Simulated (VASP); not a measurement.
A run of VASP 6.6.1 is set up as follows.

INCAR

```
SYSTEM = Br
PREC     = Accurate       ! precision mode
ENCUT    = 520            ! plane-wave cutoff, eV
EDIFF    = 1E-6           ! SCF threshold, eV
ISMEAR   = 0              ! smearing method
SIGMA    = 0.15           ! smearing width, eV
LREAL    = .FALSE.        ! projectors in reciprocal space
LASPH    = .TRUE.         ! aspherical terms in the spheres
NELM     = 60             ! most SCF steps
ALGO     = Fast           ! electronic algorithm
ISIF     = 2              ! what is computed and relaxed
LWAVE    = .FALSE.        ! write WAVECAR
LCHARG   = .FALSE.        ! write CHGCAR
GGA      = PE             ! functional
IVDW     = 12             ! dispersion correction
NBANDS   = 10             ! bands
```

The input KPOINTS:

```
regular mesh
0
G
  24 24 24
  0 0 0
```

POSCAR

```
Br
1.0
   -1.4946662902      1.4946662902      3.7563932385
    1.4946662902     -1.4946662902      3.7563932385
    1.4946662902      1.4946662902     -3.7563932385
Br
1
Direct
    0.0000000000      0.0000000000      0.0000000000
```

Potentials or basis: VASP PAW PBE potentials, release 64 (Br).

Launch:

```sh
$ cat potpaw_PBE.64/Br/POTCAR > POTCAR
$ mpirun -np 1 vasp_std > vasp.out
```

(1) Predict the band gap on the k mesh.

(2) Predict the pressure.

Results:

(1) zero (an odd number of electrons rules out a gap without spin polarisation).

(2) -3.8 GPa.

Caveat: the cell differs from its parent crystal (strain +0.050 along x and y, +0.050 along z); the cell stands under tension; an odd number of electrons without spin polarisation forces a metal; a magnetic or distorted state may lie lower.
